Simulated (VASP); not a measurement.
The system is MgSnSb2.

```
Mg Sb Sn
1.0
     4.60048    0.00000    0.00000
     0.00000    4.60048    0.00000
     0.00000    0.00000    6.55524
Mg Sb Sn
1 2 1
Direct
  0.00000 0.00000 0.00000
  0.00000 0.50000 0.24288
  0.50000 0.00000 0.75712
  0.50000 0.50000 0.50000
```

Base run:

- Program: VASP 6.6.1
- Functional: r2SCAN
- Dispersion: rVV10
- Potentials or basis: VASP PAW PBE potentials, release 64 (Mg, Sb, Sn_d)
- Cutoff: 520 eV
- k mesh: 4 × 4 × 4
- Occupations: fermi-dirac, width 0.02 eV
- Spin: no spin polarisation

Its results: band gap on the k mesh zero (filled and empty bands touch); pressure -0.3 GPa; largest force 0.011 eV/Å.

Question: The run is repeated on the same cell with these changes: dispersion from rVV10 to none. What comes out?

Answer: Band gap on the k mesh zero (filled and empty bands touch); pressure 0.1 GPa; largest force 0.011 eV/Å.

Dispersion adds attraction, which lowers the pressure at fixed volume.

Caveats: semilocal functionals underestimate gaps, and a narrow one can read as zero; the PAW data sets were made with another functional, which shifts forces and pressure a little; spin-orbit coupling is left out, which moves the levels of the heavy elements.
